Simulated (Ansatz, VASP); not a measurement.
## ZrBrCl3: VASP beside Ansatz

```
Zr Br Cl
1.0
     5.57380    3.21803    2.40797
    -5.57380    3.21803    2.40797
     0.00000   -6.43607    2.40797
Zr Br Cl
1 1 3
Direct
  0.74046 0.74046 0.74046
  0.39688 0.39688 0.39688
  0.07642 0.73550 0.73550
  0.73550 0.73550 0.07642
  0.73550 0.07642 0.73550
```

Alike in both runs: task single point; functional r2SCAN; k mesh 6 × 6 × 6; occupations gaussian, width 0.02 eV; no spin polarisation.

|  | VASP | Ansatz |
| --- | --- | --- |
| version | VASP 6.6.1 | Ansatz 0.2.0 |
| potentials or method | VASP PAW PBE potentials, release 64 (Zr_sv, Br, Cl), cutoff 520 eV | scalar-relativistic, plane waves, PAW |
| valence electrons in the cell | 40 | 40 |

|  | VASP | Ansatz | Ansatz less VASP |
| --- | --- | --- | --- |
| gap on the k mesh at the Fermi level (eV) | 4.55 | 4.55 | -0.007 |
| least direct gap on the mesh (eV) | 4.55 | 4.55 | -0.007 |
| pressure (GPa) | -0.4 | -0.3 | +0.05 |
| rms of the force components (eV/Å) | 0.046 | 0.040 | -0.0054 |

VASP's potentials were made for PBE, not for r2SCAN. Atom by atom the forces differ by 0.007 eV/Å (rms over components).
